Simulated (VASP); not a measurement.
# MoS (Fm-3m) in VASP: notebook

The runs below take MoS through single point, with PBE+U.

Everything below comes from runs of VASP 6.6.1. Logs are shortened: lines on timing, memory, paths and dates and some standing lists are left out, and cuts for length are marked.

## (1) The cell of the first run

The structure is cubic, space group Fm-3m (No. 225). The conventional cell has a = 5.547 Å, b = 5.547 Å, c = 5.547 Å, α = 90.00°, β = 90.00°, γ = 90.00°. Mo (site symmetry m-3m) has 6 S at 2.77 Å within 3.7 Å. S (site symmetry m-3m) has 6 Mo at 2.77 Å within 3.7 Å.

## (2) Single point, PBE+U, collinear spin

INCAR reads:

```
PREC = Accurate ; ENCUT = 520
EDIFF = 1E-6 ; ISMEAR = 0
SIGMA = 0.1 ; LREAL = False
LASPH = True ; NELM = 150
ALGO = Normal ; ISIF = 2
LWAVE = False ; LCHARG = True
ISPIN = 2 ; MAGMOM = 2 0
LORBIT = 11 ; LMAXMIX = 4
LDAU = True ; LDAUTYPE = 2
LDAUL = 2 -1 ; LDAUU = 4.38 0
LDAUJ = 0 0 ; LDAUPRINT = 1
GGA = PE ; LELF = True
LVHAR = True ; NBANDS = 21
```

KPOINTS reads:

```
Automatic mesh
0
Gamma
  14 14 14
```

POSCAR reads:

```
MoS
1.0
    0.0000000000      2.7733423241      2.7733423241
    2.7733423241      0.0000000000      2.7733423241
    2.7733423241      2.7733423241      0.0000000000
Mo S
1 1
Direct
    0.0000000000      0.0000000000      0.0000000000
    0.5000000000      0.5000000000      0.5000000000
```

Potentials or basis: VASP PAW PBE potentials, release 64 (Mo_sv, S).

The run is started by

```bash
> cat potpaw_PBE.64/Mo_sv/POTCAR potpaw_PBE.64/S/POTCAR > POTCAR
> mpirun -np 1 vasp_std > vasp.out
```

OUTCAR:

```text
PREC = Accurate
   ENCUT = 520
   EDIFF = 1E-6
   ISMEAR = 0
   LREAL = False
   LASPH = True
   NELM = 150
   ISIF = 2
   ISPIN = 2
   LORBIT = 11
   GGA = PE

 ion  position               nearest neighbor table
   1  0.000  0.000  0.000-   2 2.77   2 2.77   2 2.77   2 2.77   2 2.77   2 2.77
   2  0.500  0.500  0.500-   1 2.77   1 2.77   1 2.77   1 2.77   1 2.77   1 2.77

  LATTYP: Found a face centered cubic cell.
 ALAT       =     5.5466846482

  Lattice vectors:

 A1 = (   0.0000000000,   2.7733423241,   2.7733423241)
 A2 = (   2.7733423241,   0.0000000000,   2.7733423241)
 A3 = (   2.7733423241,   2.7733423241,   0.0000000000)

Analysis of symmetry for initial positions (statically):
=====================================================================
 Subroutine PRICEL returns:
 Original cell was already a primitive cell.

 Routine SETGRP: Setting up the symmetry group for a
 face centered cubic supercell.

 Subroutine GETGRP returns: Found 48 space group operations
 (whereof 48 operations were pure point group operations)
 out of a pool of 48 trial point group operations.

The static configuration has the point symmetry O_h .

Analysis of symmetry for dynamics (positions and initial velocities):
=====================================================================
 Subroutine PRICEL returns:
 Original cell was already a primitive cell.

 Routine SETGRP: Setting up the symmetry group for a
 face centered cubic supercell.

 Subroutine GETGRP returns: Found 48 space group operations
 (whereof 48 operations were pure point group operations)
 out of a pool of 48 trial point group operations.

The dynamic configuration has the point symmetry O_h .

Analysis of structural, dynamic, and magnetic symmetry:
=====================================================================
 Subroutine PRICEL returns:
 Original cell was already a primitive cell.

 Routine SETGRP: Setting up the symmetry group for a
 face centered cubic supercell.

 Subroutine GETGRP returns: Found 48 space group operations
 (whereof 48 operations were pure point group operations)
 out of a pool of 48 trial point group operations.

The overall configuration has the point symmetry O_h .

 Subroutine INISYM returns: Found 48 space group operations
 (whereof 48 operations are pure point group operations),
 and found     1 'primitive' translations

----------------------------------------------------------------------------------------

                                     Primitive cell

  volume of cell :      42.6619

  direct lattice vectors                    reciprocal lattice vectors
     0.000000000  2.773342324  2.773342324    -0.180287877  0.180287877  0.180287877
     2.773342324  0.000000000  2.773342324     0.180287877 -0.180287877  0.180287877
     2.773342324  2.773342324  0.000000000     0.180287877  0.180287877 -0.180287877

  length of vectors
     3.922098328  3.922098328  3.922098328     0.312267763  0.312267763  0.312267763

  position of ions in fractional coordinates (direct lattice)
     0.000000000  0.000000000  0.000000000
     0.500000000  0.500000000  0.500000000

  ion indices of the primitive-cell ions
   primitive index   ion index
                 1           1
                 2           2

----------------------------------------------------------------------------------------

 KPOINTS: Automatic mesh

Automatic generation of k-mesh.
 Grid dimensions read from file:
 generate k-points for:   14   14   14
[... 63 lines left out ...]
   NELM   =    150;   NELMIN=  2; NELMDL= -5     # of ELM steps
   EDIFF  = 0.1E-05   stopping-criterion for ELM
   LREAL  =      F    real-space projection
   EDIFFG = 0.1E-04   stopping-criterion for IOM
   NSW    =      0    number of steps for IOM
   IBRION =     -1    ionic relax: 0-MD 1-quasi-New 2-CG
   NFREE  =      0    steps in history (QN), initial steepest desc. (CG)
   ISIF   =      2    stress and relaxation
   ISYM   =      2    0-nonsym 1-usesym 2-fastsym
   POTIM  = 0.5000    time-step for ionic-motion
   TEBEG  =    0.0;   TEEND  =   0.0 temperature during run
   PSTRESS=    0.0 pullay stress
   NELECT =      20.0000    total number of electrons
   NUPDOWN=      -1.0000    fix difference up-down
   EMIN   =  10.00;   EMAX   =-10.00  energy-range for DOS
   EFERMI =   0.00;   METHOD = LEGACY
   ISMEAR =     0;   SIGMA  =   0.10  broadening in eV -4-tet -1-fermi 0-gaus
   EFERMI_NEDOS =   21; number of points for ismear=-14 and -15
   IALGO  =     38    algorithm
   IMIX   =      4    mixing-type and parameters
     AMIX     =   0.40;   BMIX     =  1.00
     AMIX_MAG =   1.60;   BMIX_MAG =  1.00
  volume/ion in A,a.u.               =      21.33       143.95
  Fermi-wavevector in a.u.,A,eV,Ry     =   1.271759  2.403275 22.005654  1.617370
  Thomas-Fermi vector in A             =   2.404674
   LORBIT       =     11    0 simple, 1 ext, 2 COOP (PROOUT), +10 PAW based schemes
 LDA+U is selected, type is set to LDAUTYPE =  2
   angular momentum for each species LDAUL =     2   -1
   U (eV)           for each species LDAUU =   4.4  0.0
   J (eV)           for each species LDAUJ =   0.0  0.0
   GGA     = PE    functional components
   LHFCALC =     F    Hartree Fock is set to
   AEXX    =    0.0000 exact exchange contribution
   IVDW    =     0    specifies the selected vdW correction
   LEPSILON=     F    determine dielectric tensor
   LRPA    =     F    only Hartree local field effects (RPA)
 spin polarized calculation
 Gauss-broadening in eV      SIGMA  =   0.10
  energy-cutoff  :      520.00
  volume of cell :       42.66
 maximum number of plane-waves:      1173
 NGX is ok and might be reduce to    30
   NGX = 15   NGY = 15   NGZ = 15

atom =   1  type =  1  l = 2

 onsite density matrix

spin component  1

  0.8566  0.0000  0.0000 -0.0000  0.0000
  0.0000  0.8566  0.0000  0.0000  0.0000
  0.0000  0.0000  0.5758  0.0000 -0.0000
 -0.0000  0.0000  0.0000  0.8566 -0.0000
  0.0000  0.0000 -0.0000 -0.0000  0.5758

spin component  2

  0.0163  0.0000 -0.0000  0.0000  0.0000
  0.0000  0.0163  0.0000  0.0000  0.0000
 -0.0000  0.0000  0.0771 -0.0000  0.0000
  0.0000  0.0000 -0.0000  0.0163 -0.0000
  0.0000  0.0000  0.0000 -0.0000  0.0771

 occupancies and eigenvectors

  o =  0.0163  v =  0.0000  0.0000  0.0000  0.0000  0.0000  0.0043 -0.9992  0.0000  0.0393  0.0000      0.0000  0.0000  0.0000  0.0000  0.0000  0.0000  0.0000  0.0000  0.0000  0.0000
  o =  0.0163  v =  0.0000  0.0000  0.0000  0.0000  0.0000  0.0163 -0.0392 -0.0000 -0.9991  0.0000      0.0000  0.0000  0.0000  0.0000  0.0000  0.0000  0.0000  0.0000  0.0000  0.0000
  o =  0.0163  v =  0.0000  0.0000  0.0000  0.0000  0.0000  0.9999  0.0049  0.0000  0.0161 -0.0000      0.0000  0.0000  0.0000  0.0000  0.0000  0.0000  0.0000  0.0000  0.0000  0.0000
  o =  0.0771  v =  0.0000  0.0000  0.0000  0.0000  0.0000 -0.0000  0.0000  0.9811  0.0000 -0.1934      0.0000  0.0000  0.0000  0.0000  0.0000  0.0000  0.0000  0.0000  0.0000  0.0000
  o =  0.0771  v =  0.0000  0.0000  0.0000  0.0000  0.0000  0.0000  0.0000  0.1934 -0.0000  0.9811      0.0000  0.0000  0.0000  0.0000  0.0000  0.0000  0.0000  0.0000  0.0000  0.0000
  o =  0.5758  v =  0.0000 -0.0000 -0.9892 -0.0000  0.1468  0.0000  0.0000  0.0000  0.0000  0.0000      0.0000  0.0000  0.0000  0.0000  0.0000  0.0000  0.0000  0.0000  0.0000  0.0000
  o =  0.5758  v =  0.0000  0.0000  0.1468 -0.0000  0.9892  0.0000  0.0000  0.0000  0.0000  0.0000      0.0000  0.0000  0.0000  0.0000  0.0000  0.0000  0.0000  0.0000  0.0000  0.0000
  o =  0.8566  v =  0.0000  0.5455 -0.0000  0.8381 -0.0000  0.0000  0.0000  0.0000  0.0000  0.0000      0.0000  0.0000  0.0000  0.0000  0.0000  0.0000  0.0000  0.0000  0.0000  0.0000
  o =  0.8566  v =  0.0000  0.8381 -0.0000 -0.5455 -0.0000  0.0000  0.0000  0.0000  0.0000  0.0000      0.0000  0.0000  0.0000  0.0000  0.0000  0.0000  0.0000  0.0000  0.0000  0.0000
  o =  0.8566  v =  1.0000  0.0000  0.0000  0.0000  0.0000  0.0000  0.0000  0.0000  0.0000  0.0000      0.0000  0.0000  0.0000  0.0000  0.0000  0.0000  0.0000  0.0000  0.0000  0.0000

 number of electron      20.0000002 magnetization       3.9830949

 Free energy of the ion-electron system (eV)
  ---------------------------------------------------
  ext. energy  EPLUGINS =         0.00000000
  ---------------------------------------------------
  free energy    TOTEN  =       -11.13229134 eV

  energy without entropy =      -11.12880907  energy(sigma->0) =      -11.13055021

 E-fermi :   7.3158     XC(G=0): -10.3615

 val. band max:        7.3125912619   @ k =   0.5000   0.4286   0.0000
 cond. band min:       7.3956654074   @ k =  -0.3571   0.3571   0.1429
 fundamental gap:      0.0830741454
 Fermi energy:         7.3158076713

 spin component 1

 k-point     1 :       0.0000    0.0000    0.0000
  band No.  band energies     occupation
      1     -54.7555      1.00000
      2     -28.9600      1.00000
      3     -28.9600      1.00000
      4     -28.9600      1.00000
      5      -6.9624      1.00000
      6       3.7527      1.00000
[... 1145 lines left out ...]
     20      21.1048      0.00000
     21      23.5067      0.00000

 [... further k-points ...]

------------------------ aborting loop because EDIFF is reached ----------------------------------------

  FORCE on cell =-STRESS in cart. coord.  units (eV):
  Direction    XX          YY          ZZ          XY          YZ          ZX
  --------------------------------------------------------------------------------------
  -------------------------------------------------------------------------------------
  Total       -1.1524126     -1.1524126     -1.1524126     -0.0000000     -0.0000000     -0.0000000
  in kB      -43.2790908    -43.2790908    -43.2790908     -0.0000000     -0.0000000     -0.0000000
  external PRESSURE =     -43.2790908 kB  Pullay stress =       0.0000000 kB

 VOLUME and BASIS-vectors are now :
 -----------------------------------------------------------------------------
  energy-cutoff  :      520.00
  volume of cell :       42.66
      direct lattice vectors                 reciprocal lattice vectors
     0.000000000  2.773342324  2.773342324    -0.180287877  0.180287877  0.180287877
     2.773342324  0.000000000  2.773342324     0.180287877 -0.180287877  0.180287877
     2.773342324  2.773342324  0.000000000     0.180287877  0.180287877 -0.180287877

 POSITION                                       TOTAL-FORCE (eV/Angst)
 -----------------------------------------------------------------------------------
      0.00000      0.00000      0.00000         0.000000      0.000000     -0.000000
      2.77334      2.77334      2.77334        -0.000000     -0.000000      0.000000
 -----------------------------------------------------------------------------------
    total drift:                               -0.000000      0.000000      0.000000

  FREE ENERGIE OF THE ION-ELECTRON SYSTEM (eV)
  ---------------------------------------------------
  free  energy   TOTEN  =       -11.1322913443 eV

  energy  without entropy=      -11.1288090673  energy(sigma->0) =      -11.13055021

 total charge

# of ion       s       p       d       tot
------------------------------------------
    1        2.184   6.046   3.889  12.118
    2        1.329   2.362   0.000   3.691
--------------------------------------------------
tot          3.513   8.407   3.889  15.809

 magnetization (x)

# of ion       s       p       d       tot
------------------------------------------
    1        0.065   0.026   3.492   3.583
    2        0.013  -0.113   0.000  -0.100
--------------------------------------------------
tot          0.078  -0.087   3.492   3.484
```

Wall time 2.1 min (1 thread of AMD EPYC 9R14 (Zen 4), shared host); peak memory 0.25 GiB.

What came out:

```
Free energy                                           : -11.1323 eV
Pressure                                              : -4.3 GPa
Band gap on the k mesh                                : zero (filled and empty bands overlap)
Net moment                                            : 3.98 μB per cell
Site moments                                          : Mo +3.58; S -0.10 μB
Valence electrons inside the program's atomic spheres : Mo 12.12; S 3.69
```

Levels at points of the mesh, in eV from the Fermi level:
Spin up:
| k point | band 8 | band 9 | band 10 | band 11 | band 12 | band 13 | band 14 | band 15 | band 16 | band 17 |
| --- | --- | --- | --- | --- | --- | --- | --- | --- | --- | --- |
| (0.00, 0.00, 0.00) | -3.56 | -2.52 | -2.52 | -2.52 | -2.19 | -2.19 | 0.57 | 8.31 | 9.58 | 9.58 |
| (0.50, 0.00, 0.00) | -5.14 | -2.42 | -2.42 | -1.86 | 2.14 | 2.14 | 2.19 | 5.52 | 5.52 | 7.51 |
| (0.50, 0.50, 0.00) | -3.59 | -3.59 | -2.23 | -2.23 | -1.64 | -0.37 | 1.27 | 7.21 | 7.92 | 10.82 |
Spin down:
| k point | band 5 | band 6 | band 7 | band 8 | band 9 | band 10 | band 11 | band 12 |
| --- | --- | --- | --- | --- | --- | --- | --- | --- |
| (0.00, 0.00, 0.00) | -14.20 | -2.54 | -2.54 | -2.54 | 1.56 | 1.56 | 1.56 | 1.59 |
| (0.50, 0.00, 0.00) | -13.32 | -6.00 | -3.85 | -3.85 | 2.99 | 3.57 | 3.61 | 3.61 |
| (0.50, 0.50, 0.00) | -13.39 | -5.12 | -3.48 | -3.48 | -0.17 | 2.40 | 2.89 | 3.79 |

Eigenvalues of the final occupation matrices:
| site | spin | trace | eigenvalues |
| --- | --- | --- | --- |
| site 1 d | 1 | 3.72 | 0.58 0.58 0.86 0.86 0.86 |
| site 1 d | 2 | 0.20 | 0.02 0.02 0.02 0.08 0.08 |

Caveat: the cell stands under tension.

## (3) Single point, PBE+U, collinear spin

This run uses another cell than the first one, of 22.56 Å³/atom.

INCAR reads:

```
SYSTEM = MoS
PREC     = Accurate       ! precision mode
ENCUT    = 520            ! plane-wave cutoff, eV
EDIFF    = 1E-7           ! SCF threshold, eV
ISMEAR   = 0              ! smearing method
SIGMA    = 0.1            ! smearing width, eV
LREAL    = .FALSE.        ! projectors in reciprocal space
LASPH    = .TRUE.         ! aspherical terms in the spheres
NELM     = 150            ! most SCF steps
ALGO     = Normal         ! electronic algorithm
ISIF     = 2              ! what is computed and relaxed
LWAVE    = .FALSE.        ! write WAVECAR
LCHARG   = .TRUE.         ! write CHGCAR
ISPIN    = 2              ! spin polarisation
MAGMOM   = 2 0            ! initial moments
LORBIT   = 11             ! projections on sites
LMAXMIX  = 4              ! l up to which the mixer works
LDAU     = .TRUE.         ! DFT+U
LDAUTYPE = 2            
LDAUL    = 2 -1           ! shell
LDAUU    = 4.38 0         ! U, eV
LDAUJ    = 0 0          
LDAUPRINT= 1            
GGA      = PE             ! functional
LELF     = .TRUE.         ! ELF
LVHAR    = .TRUE.       
NBANDS   = 21             ! bands
```

KPOINTS reads:

```
regular mesh
0
G
  14 14 14
  0 0 0
```

POSCAR reads:

```
MoS
1.0
    0.0000000000      2.8256818461      2.8256818461
    2.8256818461      0.0000000000      2.8256818461
    2.8256818461      2.8256818461      0.0000000000
Mo S
1 1
Direct
    0.0000000000      0.0000000000      0.0000000000
    0.5000000000      0.5000000000      0.5000000000
```

Potentials or basis: VASP PAW PBE potentials, release 64 (Mo_sv, S).

The run is started by

```bash
> cat potpaw_PBE.64/Mo_sv/POTCAR potpaw_PBE.64/S/POTCAR > POTCAR
> mpirun -np 1 vasp_std > vasp.out
```

Run time: 2.3 min. Hardware: 1 thread of AMD EPYC 9R14 (Zen 4), shared host; peak memory 0.25 GiB.

Results (log left out):

| Item | Value |
| --- | --- |
| Free energy | -11.0437 eV |
| Pressure | -7.3 GPa |
| Band gap on the k mesh | zero (filled and empty bands overlap) |
| Net moment | 4.00 μB per cell |
| Site moments | Mo +3.62; S -0.12 μB |
| Valence electrons inside the program's atomic spheres | Mo 12.08; S 3.67 |

Levels at points of the mesh, in eV from the Fermi level:
Spin up:
| k point | band 8 | band 9 | band 10 | band 11 | band 12 | band 13 | band 14 | band 15 | band 16 | band 17 |
| --- | --- | --- | --- | --- | --- | --- | --- | --- | --- | --- |
| (0.00, 0.00, 0.00) | -3.35 | -2.31 | -2.31 | -2.31 | -2.00 | -2.00 | 0.41 | 8.45 | 9.46 | 9.46 |
| (0.50, 0.00, 0.00) | -4.77 | -2.33 | -2.33 | -1.82 | 1.97 | 1.97 | 2.31 | 5.58 | 5.58 | 7.06 |
| (0.50, 0.50, 0.00) | -3.31 | -3.31 | -2.18 | -2.18 | -1.50 | -0.43 | 1.24 | 7.09 | 7.71 | 10.46 |
Spin down:
```tsv
k point	band 6	band 7	band 8	band 9	band 10	band 11
(0.00, 0.00, 0.00)	-2.37	-2.37	-2.37	1.64	1.85	1.85
(0.50, 0.00, 0.00)	-5.58	-3.53	-3.53	3.11	3.66	3.73
(0.50, 0.50, 0.00)	-4.78	-3.24	-3.24	0.22	2.61	2.88
```

Eigenvalues of the final occupation matrices:
```tsv
site	spin	trace	eigenvalues
site 1 d	1	3.73	0.58 0.58 0.86 0.86 0.86
site 1 d	2	0.18	0.01 0.01 0.01 0.07 0.07
```

Caveat: the cell stands under tension.

(Continued in part 2 of 2.)

The gap in the log of VASP goes by the Fermi energy; the results here count the filled bands.